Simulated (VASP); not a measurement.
# Ge (Fd-3m) in VASP: single point with LDA

Aim: the single point of Ge with LDA.

Everything below comes from runs of VASP 6.6.1. Logs are shortened: lines on timing, memory, paths and dates and some standing lists are left out, and cuts for length are marked.

**Experimental background.**

“Electronic and optical properties of SixGe1-x-ySny alloys lattice-matched to Ge”, 2021, arxiv:2109.02782 reports, for a bulk crystal of Ge at 300 K: band gap 0.807 eV (direct).

The results are compared with them further down.

### Step 1. The cell of the first run

It takes space group Fd-3m (No. 227, cubic). Conventional cell: a = 5.658 Å, b = 5.658 Å, c = 5.658 Å, α = 90.00°, β = 90.00°, γ = 90.00°. Ge (site symmetry -43m) has 4 Ge at 2.45 Å within 3.2 Å.

### Step 2. Single point, LDA

Input file INCAR:

```
SYSTEM = Ge
ALGO = Normal ; EDIFF = 1E-6
ENCUT = 500 ; GGA = CA
GGA_COMPAT = .False. ; ISIF = 2
ISMEAR = -1 ; LASPH = .True.
LCHARG = .False. ; LREAL = .False.
LWAVE = .False. ; NBANDS = 21
NELM = 120 ; PREC = Accurate
SIGMA = 0.05
```

Input file KPOINTS:

```
k-points
0
Gamma
  7 7 7
  0 0 0
```

Input file POSCAR:

```
Ge
1.0
    0.0000000000      2.8289100000      2.8289100000
    2.8289100000      0.0000000000      2.8289100000
    2.8289100000      2.8289100000      0.0000000000
Ge
2
Direct
    0.0000000000      0.0000000000      0.0000000000
    0.2500000000      0.2500000000      0.2500000000
```

Potentials or basis: VASP PAW LDA potentials, release 64 (Ge_d).

Started as:

```sh
cat potpaw_LDA.64/Ge_d/POTCAR > POTCAR
mpirun -np 1 vasp_std > vasp.out
```

OUTCAR:

```text
SYSTEM = Ge
   EDIFF = 1E-6
   ENCUT = 500
   GGA = CA
   ISIF = 2
   ISMEAR = -1
   LASPH = .True.
   LREAL = .False.
   NELM = 120
   PREC = Accurate

 ion  position               nearest neighbor table
   1  0.000  0.000  0.000-   2 2.45   2 2.45   2 2.45   2 2.45
   2  0.250  0.250  0.250-   1 2.45   1 2.45   1 2.45   1 2.45

  LATTYP: Found a face centered cubic cell.
 ALAT       =     5.6578200000

  Lattice vectors:

 A1 = (   0.0000000000,   2.8289100000,   2.8289100000)
 A2 = (   2.8289100000,   0.0000000000,   2.8289100000)
 A3 = (   2.8289100000,   2.8289100000,   0.0000000000)

Analysis of symmetry for initial positions (statically):
=====================================================================
 Subroutine PRICEL returns:
 Original cell was already a primitive cell.

 Routine SETGRP: Setting up the symmetry group for a
 face centered cubic supercell.

 Subroutine GETGRP returns: Found 48 space group operations
 (whereof 24 operations were pure point group operations)
 out of a pool of 48 trial point group operations.

The static configuration has the point symmetry T_d .
 The point group associated with its full space group is O_h .

Analysis of symmetry for dynamics (positions and initial velocities):
=====================================================================
 Subroutine PRICEL returns:
 Original cell was already a primitive cell.

 Routine SETGRP: Setting up the symmetry group for a
 face centered cubic supercell.

 Subroutine GETGRP returns: Found 48 space group operations
 (whereof 24 operations were pure point group operations)
 out of a pool of 48 trial point group operations.

The dynamic configuration has the point symmetry T_d .
 The point group associated with its full space group is O_h .

 Subroutine INISYM returns: Found 48 space group operations
 (whereof 24 operations are pure point group operations),
 and found     1 'primitive' translations

----------------------------------------------------------------------------------------

                                     Primitive cell

  volume of cell :      45.2780

  direct lattice vectors                    reciprocal lattice vectors
     0.000000000  2.828910000  2.828910000    -0.176746521  0.176746521  0.176746521
     2.828910000  0.000000000  2.828910000     0.176746521 -0.176746521  0.176746521
     2.828910000  2.828910000  0.000000000     0.176746521  0.176746521 -0.176746521

  length of vectors
     4.000682889  4.000682889  4.000682889     0.306133954  0.306133954  0.306133954

  position of ions in fractional coordinates (direct lattice)
     0.000000000  0.000000000  0.000000000
     0.250000000  0.250000000  0.250000000

  ion indices of the primitive-cell ions
   primitive index   ion index
                 1           1
                 2           2

----------------------------------------------------------------------------------------

 KPOINTS: k-points

Automatic generation of k-mesh.
 Grid dimensions read from file:
 generate k-points for:    7    7    7

 Generating k-lattice:

  Cartesian coordinates                     Fractional coordinates (reciprocal lattice)
    -0.025249503  0.025249503  0.025249503     0.142857143  0.000000000  0.000000000
     0.025249503 -0.025249503  0.025249503     0.000000000  0.142857143  0.000000000
     0.025249503  0.025249503 -0.025249503     0.000000000  0.000000000  0.142857143

  Length of vectors
     0.043733422  0.043733422  0.043733422

  Shift w.r.t. Gamma in fractional coordinates (k-lattice)
     0.000000000  0.000000000  0.000000000

 Subroutine IBZKPT returns following result:
 ===========================================

 Found     20 irreducible k-points:

 Following reciprocal coordinates:
            Coordinates               Weight
  0.000000  0.000000  0.000000      1.000000
  0.142857  0.000000  0.000000      8.000000
  0.285714  0.000000  0.000000      8.000000
  0.428571  0.000000  0.000000      8.000000
  0.142857  0.142857  0.000000      6.000000
  0.285714  0.142857  0.000000     24.000000
[... 12 lines left out ...]
 -0.428571  0.428571  0.142857     24.000000
 -0.285714  0.428571  0.142857     24.000000
   k-points           NKPTS =     20   k-points in BZ     NKDIM =     20   number of bands    NBANDS=     21
   number of dos      NEDOS =    301   number of ions     NIONS =      2
   total plane-waves  NPLWV =  27000
   dimension x,y,z NGX =    30 NGY =   30 NGZ =   30
   dimension x,y,z NGXF=    60 NGYF=   60 NGZF=   60
   ions per type =               2
   NGX,Y,Z   is equivalent  to a cutoff of  12.47, 12.47, 12.47 a.u.
   NGXF,Y,Z  is equivalent  to a cutoff of  24.93, 24.93, 24.93 a.u.
 SYSTEM =  Ge
   PREC   = accura    normal or accurate (medium, high low for compatibility)
   ISTART =      0    job   : 0-new  1-cont  2-samecut
   ICHARG =      2    charge: 1-file 2-atom 10-const
   ISPIN  =      1    spin polarized calculation?
   LNONCOLLINEAR =      F non collinear calculations
   LSORBIT =      F    spin-orbit coupling
   LASPH  =      T    aspherical Exc in radial PAW
   ENCUT  =  500.0 eV  36.75 Ry    6.06 a.u.   7.29  7.29  7.29*2*pi/ulx,y,z
   NELM   =    120;   NELMIN=  2; NELMDL= -5     # of ELM steps
   EDIFF  = 0.1E-05   stopping-criterion for ELM
   LREAL  =      F    real-space projection
   EDIFFG = 0.1E-04   stopping-criterion for IOM
   NSW    =      0    number of steps for IOM
   IBRION =     -1    ionic relax: 0-MD 1-quasi-New 2-CG
   NFREE  =      0    steps in history (QN), initial steepest desc. (CG)
   ISIF   =      2    stress and relaxation
   ISYM   =      2    0-nonsym 1-usesym 2-fastsym
   POTIM  = 0.5000    time-step for ionic-motion
   TEBEG  =    0.0;   TEEND  =   0.0 temperature during run
   PSTRESS=    0.0 pullay stress
   NELECT =      28.0000    total number of electrons
   NUPDOWN=      -1.0000    fix difference up-down
   EMIN   =  10.00;   EMAX   =-10.00  energy-range for DOS
   EFERMI =   0.00;   METHOD = LEGACY
   ISMEAR =    -1;   SIGMA  =   0.05  broadening in eV -4-tet -1-fermi 0-gaus
   EFERMI_NEDOS =   21; number of points for ismear=-14 and -15
   IALGO  =     38    algorithm
   IMIX   =      4    mixing-type and parameters
     AMIX     =   0.40;   BMIX     =  1.00
     AMIX_MAG =   1.60;   BMIX_MAG =  1.00
  volume/ion in A,a.u.               =      22.64       152.78
  Fermi-wavevector in a.u.,A,eV,Ry     =   1.394756  2.635708 26.468033  1.945346
  Thomas-Fermi vector in A             =   2.518275
   LORBIT       =      0    0 simple, 1 ext, 2 COOP (PROOUT), +10 PAW based schemes
   GGA     = CA    functional components
   LHFCALC =     F    Hartree Fock is set to
   AEXX    =    0.0000 exact exchange contribution
   IVDW    =     0    specifies the selected vdW correction
   LEPSILON=     F    determine dielectric tensor
   LRPA    =     F    only Hartree local field effects (RPA)
 non-spin polarized calculation
  energy-cutoff  :      500.00
  volume of cell :       45.28
 maximum number of plane-waves:      1173
 NGX is ok and might be reduce to    30
   NGX = 15   NGY = 15   NGZ = 15

 number of electron      28.0000022 magnetization

 Free energy of the ion-electron system (eV)
  ---------------------------------------------------
  ext. energy  EPLUGINS =         0.00000000
  ---------------------------------------------------
  free energy    TOTEN  =       -10.36684696 eV

  energy without entropy =      -10.36545768  energy(sigma->0) =      -10.36615232

 E-fermi :   4.7184     XC(G=0): -10.2864

 val. band max:        4.5846034968   @ k =   0.0000   0.0000   0.0000
 cond. band min:       4.7278831796   @ k =   0.0000   0.0000   0.0000
 fundamental gap:      0.1432796828
 Fermi energy:         4.7184390784

 k-point     1 :       0.0000    0.0000    0.0000
  band No.  band energies     occupation
      1     -20.2104      2.00000
      2     -20.2104      2.00000
      3     -20.2104      2.00000
      4     -20.1737      2.00000
      5     -20.1737      2.00000
      6     -19.9631      2.00000
[... 13 lines left out ...]
     20      14.2747      0.00000
     21      14.2747      0.00000

 k-point     2 :       0.1429    0.0000    0.0000
  band No.  band energies     occupation
      1     -20.2201      2.00000
      2     -20.2201      2.00000
      3     -20.2071      2.00000
      4     -20.1599      2.00000
      5     -20.1599      2.00000
      6     -19.9774      2.00000
[... 13 lines left out ...]
     20      13.2046      0.00000
     21      13.2046      0.00000

 k-point     3 :       0.2857    0.0000    0.0000
  band No.  band energies     occupation
      1     -20.2305      2.00000
      2     -20.2305      2.00000
      3     -20.1997      2.00000
      4     -20.1414      2.00000
      5     -20.1414      2.00000
      6     -19.9917      2.00000
[... 13 lines left out ...]
     20      13.2537      0.00000
     21      13.2537      0.00000

 k-point     4 :       0.4286    0.0000    0.0000
  band No.  band energies     occupation
      1     -20.2345      2.00000
      2     -20.2345      2.00000
      3     -20.1936      2.00000
      4     -20.1328      2.00000
      5     -20.1328      2.00000
      6     -19.9973      2.00000
[... 13 lines left out ...]
     20      15.0373      0.00000
     21      15.0373      0.00000

 k-point     5 :       0.1429    0.1429    0.0000
  band No.  band energies     occupation
      1     -20.2186      2.00000
      2     -20.2177      2.00000
      3     -20.2177      2.00000
      4     -20.1621      2.00000
      5     -20.1446      2.00000
      6     -20.0043      2.00000
[... 13 lines left out ...]
     20      12.4949      0.00000
     21      14.6216      0.00000

 k-point     6 :       0.2857    0.1429    0.0000
  band No.  band energies     occupation
      1     -20.2352      2.00000
      2     -20.2269      2.00000
      3     -20.2045      2.00000
      4     -20.1454      2.00000
      5     -20.1219      2.00000
      6     -20.0274      2.00000
[... 13 lines left out ...]
     20      13.9001      0.00000
     21      14.5456      0.00000

 k-point     7 :       0.4286    0.1429    0.0000
  band No.  band energies     occupation
      1     -20.2467      2.00000
      2     -20.2348      2.00000
      3     -20.1856      2.00000
      4     -20.1285      2.00000
      5     -20.1130      2.00000
      6     -20.0317      2.00000
[... 13 lines left out ...]
     20      14.9945      0.00000
     21      15.8653      0.00000
[... 195 lines left out ...]
      1     -20.2539      2.00000
      2     -20.2448      2.00000
      3     -20.1573      2.00000
      4     -20.1337      2.00000
      5     -20.0631      2.00000
      6     -20.0569      2.00000
[... 13 lines left out ...]
     20      15.8927      0.00000
     21      17.2384      0.00000

 k-point    17 :       0.4286    0.2857    0.1429
  band No.  band energies     occupation
      1     -20.2425      2.00000
      2     -20.2424      2.00000
      3     -20.1848      2.00000
      4     -20.1293      2.00000
      5     -20.0976      2.00000
      6     -20.0516      2.00000
[... 13 lines left out ...]
     20      15.0075      0.00000
     21      15.9021      0.00000

 k-point    18 :      -0.4286    0.2857    0.1429
  band No.  band energies     occupation
      1     -20.2562      2.00000
      2     -20.2462      2.00000
      3     -20.1603      2.00000
      4     -20.1112      2.00000
      5     -20.0879      2.00000
      6     -20.0565      2.00000
[... 13 lines left out ...]
     20      15.0620      0.00000
     21      16.3416      0.00000

 k-point    19 :      -0.4286    0.4286    0.1429
  band No.  band energies     occupation
      1     -20.2527      2.00000
      2     -20.2514      2.00000
      3     -20.1565      2.00000
      4     -20.1090      2.00000
      5     -20.0864      2.00000
      6     -20.0463      2.00000
[... 13 lines left out ...]
     20      15.7404      0.00000
     21      17.5074      0.00000

 k-point    20 :      -0.2857    0.4286    0.1429
  band No.  band energies     occupation
      1     -20.2611      2.00000
      2     -20.2521      2.00000
      3     -20.1397      2.00000
      4     -20.0926      2.00000
      5     -20.0796      2.00000
      6     -20.0558      2.00000
[... 13 lines left out ...]
     20      15.4456      0.00000
     21      17.6608      0.00000

------------------------ aborting loop because EDIFF is reached ----------------------------------------

  FORCE on cell =-STRESS in cart. coord.  units (eV):
  Direction    XX          YY          ZZ          XY          YZ          ZX
  --------------------------------------------------------------------------------------
  -------------------------------------------------------------------------------------
  Total       -0.3203280     -0.3203280     -0.3203280      0.0000000      0.0000000     -0.0000000
  in kB      -11.3349110    -11.3349110    -11.3349110      0.0000000      0.0000000     -0.0000000
  external PRESSURE =     -11.3349110 kB  Pullay stress =       0.0000000 kB

 VOLUME and BASIS-vectors are now :
 -----------------------------------------------------------------------------
  energy-cutoff  :      500.00
  volume of cell :       45.28
      direct lattice vectors                 reciprocal lattice vectors
     0.000000000  2.828910000  2.828910000    -0.176746521  0.176746521  0.176746521
     2.828910000  0.000000000  2.828910000     0.176746521 -0.176746521  0.176746521
     2.828910000  2.828910000  0.000000000     0.176746521  0.176746521 -0.176746521

 POSITION                                       TOTAL-FORCE (eV/Angst)
 -----------------------------------------------------------------------------------
      0.00000      0.00000      0.00000        -0.000000     -0.000000     -0.000000
      1.41446      1.41446      1.41446         0.000000      0.000000      0.000000
 -----------------------------------------------------------------------------------
    total drift:                                0.000000     -0.000000      0.000000

  FREE ENERGIE OF THE ION-ELECTRON SYSTEM (eV)
  ---------------------------------------------------
  free  energy   TOTEN  =       -10.3668469581 eV

  energy  without entropy=      -10.3654576829  energy(sigma->0) =      -10.36615232
```

Wall time 33 s (1 thread of AMD EPYC 7R43 (Zen 3), shared host); peak memory 0.11 GiB.

What came out:

* Free energy: -10.3668 eV
* Pressure: -1.1 GPa
* Band gap on the k mesh: zero (filled and empty bands touch)

### Step 3. How close it comes

Step 2. Against the measured gap of Ge, 0.807 eV (direct; 300 K; “Electronic and optical properties of SixGe1-x-ySny alloys lattice-matched to Ge”, 2021, arxiv:2109.02782), the calculated 0.00 eV is off by -0.81 eV. 3 values of this kind are on record (0.666 to 0.807 eV); this one was drawn at random among those near their median. Spin-orbit coupling on Ge is left out. The value is that of LDA on a finite k mesh, which can miss the band edges, without temperature or zero-point motion. Semilocal functionals fall short of measured gaps as a rule.
